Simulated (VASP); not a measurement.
## ZrC: single point with r2SCAN

ZrC:

```
CELL_PARAMETERS angstrom
3.27063 0.00000 0.00000
-1.63531 2.83245 0.00000
0.00000 0.00000 2.93268
ATOMIC_POSITIONS crystal
Zr 0.00000 0.00000 0.00000
C 0.66667 0.33333 0.50000
```

```json
{
  "Program": "VASP 6.6.1",
  "Task": "single point",
  "Functional": "r2SCAN",
  "Potentials or basis": "VASP PAW PBE potentials, release 64 (Zr_sv, C)",
  "Cutoff": "520 eV",
  "k mesh": "12 × 12 × 12",
  "Occupations": "gaussian, width 0.05 eV",
  "Spin": "no spin polarisation"
}
```

```
Pressure               : 0.3 GPa
Band gap on the k mesh : zero (band 8 reaches 9.26 eV, above the bottom of band 9 at 8.90 eV)
```

Stress tensor (GPa, compression positive):
```
0.41 0.00 0.00
0.00 0.41 0.00
0.00 0.00 0.18
```

Levels at points of the mesh, in eV from the Fermi level:
```
           k point  band 4  band 5  band 6  band 7  band 8  band 9  band 10  band 11  band 12  band 13
(0.00, 0.00, 0.00)  -26.66  -11.71   -1.71   -1.71   -1.14    1.80     5.47     5.47     5.72     6.61
(0.50, 0.00, 0.00)  -26.57   -9.71   -4.24   -0.72   -0.58    0.29     4.85     5.40     5.60     7.79
(0.00, 0.00, 0.50)  -26.95   -8.79   -5.16   -0.66   -0.66    1.87     1.87     5.04     5.04     5.97
(0.50, 0.00, 0.50)  -27.09   -9.73   -3.77   -2.46   -2.21    2.32     5.63     6.89     7.13     9.14
```

Run time: 58 s on 1 thread of Intel(R) Xeon(R) 6975P-C (Granite Rapids) (shared host), peak memory 0.18 GiB.

Caveat: the PAW data sets were made with another functional, which shifts forces and pressure a little.
